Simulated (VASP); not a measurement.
A run of VASP 6.6.1:

The input INCAR:

```
  PREC = Accurate
  ENCUT = 520
  EDIFF = 1E-7
  ISMEAR = -1
  SIGMA = 0.15
  LREAL = False
  LASPH = True
  NELM = 80
  ALGO = Fast
  ISIF = 2
  LWAVE = False
  LCHARG = False
  GGA = CA
  NBANDS = 15
```

KPOINTS

```
regular mesh
0
Gamma
  24 24 14
```

Contents of POSCAR:

```
Os
1.0
    2.7165535919      0.0000000029      0.0000000000
   -1.3582767985      2.3526044199      0.0000000000
    0.0000000000      0.0000000000      4.2904086646
Os
2
Direct
    0.3333333333      0.6666666667      0.2500000000
    0.6666666667      0.3333333333      0.7500000000
```

Potentials or basis: VASP PAW LDA potentials, release 64 (Os).

Command:

```console
$ cat potpaw_LDA.64/Os/POTCAR > POTCAR
$ mpirun -np 1 vasp_std > vasp.out
```

Hardware: 1 thread of Intel Xeon 8259CL (shared host).

Task: How long does it take, and how much memory?

Result: Run time: 4.2 min on 1 thread of Intel Xeon 8259CL (shared host), peak memory 0.27 GiB. Counts: scf iterations 16, k points 488.
